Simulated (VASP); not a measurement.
**Co: single point with r2SCAN**

Co:

```
Co
1.0
     0.00000    1.79067    1.79067
     1.79067    0.00000    1.79067
     1.79067    1.79067    0.00000
Co
1
Cartesian
  0.0000 0.0000 0.0000
```

This isn't the form of Co at room conditions, which is hcp.

```json
{
  "Program": "VASP 6.6.1",
  "Task": "single point",
  "Functional": "r2SCAN",
  "Potentials or basis": "VASP PAW PBE potentials, release 64 (Co)",
  "Cutoff": "520 eV",
  "k mesh": "20 × 20 × 20",
  "Occupations": "gaussian, width 0.1 eV",
  "Spin": "collinear spin, ferromagnetic start",
  "Starting moments": "[2.14] μB"
}
```

```yaml
Pressure: -10.8 GPa
Net_moment: 1.85 μB per cell
Site_moments: Co +1.91 μB
Valence_electrons_inside_the_program's_atomic_spheres: Co 8.19
```

Levels at points of the mesh, in eV from the Fermi level:
Spin up:
```tsv
k point	band 2	band 3	band 4	band 5	band 6	band 7	band 8	band 9
(0.00, 0.00, 0.00)	-3.40	-3.40	-3.40	-2.89	-2.89	23.07	27.12	27.12
(0.50, 0.00, 0.00)	-3.79	-3.79	-1.77	-1.77	-0.61	5.32	21.66	24.47
(0.50, 0.50, 0.00)	-5.18	-2.18	-1.38	-1.38	2.14	8.67	14.53	14.53
```
Spin down:
```csv
k point,band 2,band 3,band 4,band 5,band 6,band 7
"(0.00, 0.00, 0.00)",-1.42,-1.42,-1.42,0.98,0.98,22.92
"(0.50, 0.00, 0.00)",-1.07,-1.01,-1.01,1.30,1.30,6.63
"(0.50, 0.50, 0.00)",-3.67,0.92,0.92,1.84,1.91,10.29
```

Run time: 3.3 min on 1 thread of Intel(R) Xeon(R) 6975P-C (Granite Rapids), with other jobs on the host, peak memory 0.19 GiB.

Caveat: the cell stands under tension; the PAW data sets were made with another functional, which shifts forces and pressure a little.
